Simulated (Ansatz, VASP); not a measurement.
**Two plane-wave programs on AgRh**

INCAR

```
SYSTEM = AgRh
PREC     = Accurate       ! precision mode
ENCUT    = 520            ! plane-wave cutoff, eV
EDIFF    = 1E-6           ! SCF threshold, eV
ISMEAR   = -1             ! smearing method
SIGMA    = 0.05           ! smearing width, eV
LREAL    = .FALSE.        ! projectors in reciprocal space
LASPH    = .TRUE.         ! aspherical terms in the spheres
NELM     = 60             ! most SCF steps
ALGO     = Normal         ! electronic algorithm
ISIF     = 2              ! what is computed and relaxed
LWAVE    = .FALSE.        ! write WAVECAR
LCHARG   = .FALSE.        ! write CHGCAR
GGA      = CA             ! functional
NBANDS   = 20             ! bands
```

Contents of KPOINTS:

```
regular mesh
0
G
  11 11 6
  0 0 0
```

The input POSCAR:

```
AgRh
1.0
    2.7775881998      0.0000000000      0.0000000000
   -1.3887940999      2.4054619423      0.0000000000
    0.0000000000      0.0000000000      4.8086020000
Ag Rh
1 1
Direct
    0.0000000000      0.0000000000      0.5000000000
    0.6666666667      0.3333333333      0.0000000000
```

input.yaml

```yaml
crystal:
  lattice:
    - [2.7775881998, 0.0, 0.0]
    - [-1.3887940999, 2.4054619423, 0.0]
    - [0.0, 0.0, 4.808602]
  atoms:
    - { symbol: Ag, position: [0.0, 0.0, 0.5] }
    - { symbol: Rh, position: [0.6666666667, 0.3333333333, 0.0] }
hamiltonian:
  xc: lda
  pseudopotentials: { kind: paw }
kpoints:
  mp_grid: { grid: [11, 11, 6] }
scf:
  occupations: { method: fermi_dirac, width: 0.05 }
output:
  forces: true
  stress: true
  eigenvalues: true
  write_density: true
  write_potential: true
  elf: true
  volumetric_format: npy
```

Alike in both runs: task single point; functional LDA; k mesh 11 × 11 × 6; occupations fermi-dirac, width 0.05 eV; no spin polarisation.

|  | VASP | Ansatz |
| --- | --- | --- |
| version | VASP 6.6.1 | Ansatz 0.2.0 |
| potentials or method | VASP PAW LDA potentials, release 64 (Ag, Rh_pv) | Ansatz PAW |
| plane-wave cutoff (eV) | 520 | 420 |
| valence electrons in the cell | 26 | 36 |

|  | VASP | Ansatz | Ansatz less VASP |
| --- | --- | --- | --- |
| gap on the k mesh at the Fermi level (eV) | none | none | - |
| pressure (GPa) | -15.3 | -15.6 | -0.31 |
| traceless stress, the component that is largest in VASP (GPa) | 0.29 | 0.30 | +0.018 |

LDA's correlation is that of Perdew and Zunger in VASP and of Perdew and Wang (1992) in Ansatz. A gap of «none» marks a metal or a gap that the smearing closes. VASP's potentials hold 26 valence electrons a cell and Ansatz's 36, so a difference there can come from the potentials and not from the codes.
